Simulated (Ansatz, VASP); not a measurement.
## ScCd: VASP beside Ansatz

The input INCAR:

```
PREC = Accurate ; ENCUT = 500
EDIFF = 1E-6 ; ISMEAR = -1
SIGMA = 0.0544 ; LREAL = F
LASPH = T ; NELM = 120
ALGO = Normal ; ISIF = 2
LWAVE = F ; LCHARG = F
GGA = CA ; NBANDS = 18
GGA_COMPAT = F
```

Contents of KPOINTS:

```
regular mesh
0
Gamma
  8 8 8
```

POSCAR

```
ScCd
1.0
    3.5262555900      0.0000000000      0.0000000000
    0.0000000000      3.5262555900      0.0000000000
    0.0000000000      0.0000000000      3.5262555900
Sc Cd
1 1
Direct
    0.5000000000      0.5000000000      0.5000000000
    0.0000000000      0.0000000000      0.0000000000
```

Input for Ansatz:

```yaml
crystal:
  lattice:
    - [3.52625559, 0.0, 0.0]
    - [0.0, 3.52625559, 0.0]
    - [0.0, 0.0, 3.52625559]
  atoms:
    - { symbol: Sc, position: [0.5, 0.5, 0.5] }
    - { symbol: Cd, position: [0.0, 0.0, 0.0] }
kpoints:
  mp_grid: { grid: [8, 8, 8] }
scf:
  occupations: { method: fermi_dirac, width: 0.0544 }
hamiltonian:
  xc: lda
  pseudopotentials: { kind: all_electron, lapw: { basis_error: 0.001 } }
output:
  forces: true
  stress: true
  eigenvalues: true
  eigenstates:
    nscf_kmesh: { grid: [12, 12, 12] }
    de_dk: true
    e_range: [-14, 14]
  optics:
    e_range: [0, 20]
    de: 0.2
    sigma: 0.15
    bands: { spectra_wanted_up_to: 20 }
    nscf_kmesh: { grid: [12, 12, 12] }
    drude_damping: 0.136
checkpoint:
  write: ck
  write_wavefunctions: false
```

Alike in both runs: task single point; functional LDA; k mesh 8 × 8 × 8; occupations fermi-dirac, width 0.0544 eV; no spin polarisation.

|  | VASP | Ansatz |
| --- | --- | --- |
| version | VASP 6.6.1 | Ansatz 0.2.0 |
| potentials or method | VASP PAW LDA potentials, release 64 (Sc_sv, Cd), cutoff 500 eV | all-electron LAPW, scalar-relativistic |

```tsv
	VASP	Ansatz	Ansatz less VASP
pressure (GPa)	-5.2	-5.4	-0.22
```

LDA's correlation is that of Perdew and Zunger in VASP and of Perdew and Wang (1992) in Ansatz. Ansatz ran all-electron here, and VASP with PAW potentials. Ansatz's warnings: optics on partly filled bands.
